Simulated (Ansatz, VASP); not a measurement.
# One calculation of SiGeO4, two programs

```
Si Ge O
1.0
     0.00000    3.78585    3.78585
     3.78585    0.00000    3.78585
     3.78585    3.78585    0.00000
Si Ge O
1 1 4
Cartesian
  5.6788 5.6788 5.6788
  3.7858 3.7858 3.7858
  4.7639 2.8078 2.8078
  2.8078 4.7639 2.8078
  2.8078 2.8078 4.7639
  4.7639 4.7639 4.7639
```

Alike in both runs: functional PBE; k mesh 6 × 6 × 6; occupations gaussian, width 0.02 eV; no spin polarisation.

Ansatz relaxed the structure, and its values are those at the end. VASP's run is a single point on that final structure, the one shown.

|  | VASP | Ansatz |
| --- | --- | --- |
| version | VASP 6.6.1 | Ansatz 0.2.0 |
| potentials or method | VASP PAW PBE potentials, release 64 (Si, Ge_d, O), cutoff 520 eV | scalar-relativistic, plane waves, PAW |
| valence electrons in the cell | 42 | 42 |

Ansatz gave:

| Property | Result |
| --- | --- |
| gap on the k mesh at the Fermi level (eV) | 4.71 |
| least direct gap on the mesh (eV) | 4.72 |
| pressure (GPa) | 8.9 |
| rms of the force components (eV/Å) | 0.000 |

Q: Which values does VASP return?

A: gap on the k mesh at the Fermi level (eV): 4.71; least direct gap on the mesh (eV): 4.71; pressure (GPa): 8.5; rms of the force components (eV/Å): 0.064.

With one functional, cell and mesh, what is left measures potentials, basis and numerics. Ansatz's warnings: stress scf threshold loose.
